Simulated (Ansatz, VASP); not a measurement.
# One calculation of Rh, two programs

The input INCAR:

```
SYSTEM = Rh
ALGO = Normal ; EDIFF = 1E-6
ENCUT = 520 ; ISIF = 2
ISMEAR = -1 ; LASPH = .TRUE.
LCHARG = .TRUE. ; LELF = .TRUE.
LREAL = .FALSE. ; LVHAR = .TRUE.
LWAVE = .FALSE. ; NBANDS = 14
NELM = 80 ; PREC = Accurate
SIGMA = 0.05
```

KPOINTS

```
k-points
0
G
  25 25 25
  0 0 0
```

The input POSCAR:

```
Rh
1.0
    0.0000000000      1.9029860865      1.9029860865
    1.9029860865      0.0000000000      1.9029860865
    1.9029860865      1.9029860865      0.0000000000
Rh
1
Direct
    0.0000000000      0.0000000000      0.0000000000
```

Input for Ansatz:

```yaml
crystal:
  lattice:
    - [0.0, 1.9029860865, 1.9029860865]
    - [1.9029860865, 0.0, 1.9029860865]
    - [1.9029860865, 1.9029860865, 0.0]
  atoms:
    - { symbol: Rh, position: [0.0, 0.0, 0.0] }
kpoints:
  mp_grid: { grid: [25, 25, 25] }
scf:
  occupations: { method: fermi_dirac, width: 0.05 }
hamiltonian:
  xc: lda
  pseudopotentials: { kind: all_electron, lapw: { basis_error: 0.0005 } }
output:
  forces: true
  stress: true
  eigenvalues: true
```

Alike in both runs: task single point; functional LDA; k mesh 25 × 25 × 25; occupations fermi-dirac, width 0.05 eV; no spin polarisation.

|  | VASP | Ansatz |
| --- | --- | --- |
| version | VASP 6.6.1 | Ansatz 0.2.0 |
| potentials or method | VASP PAW LDA potentials, release 64 (Rh_pv), cutoff 520 eV | all-electron LAPW, scalar-relativistic |

|  | VASP | Ansatz | Ansatz less VASP |
| --- | --- | --- | --- |
| pressure (GPa) | -11.0 | -11.8 | -0.77 |

LDA's correlation is that of Perdew and Zunger in VASP and of Perdew and Wang (1992) in Ansatz. Ansatz ran all-electron here, and VASP with PAW potentials.
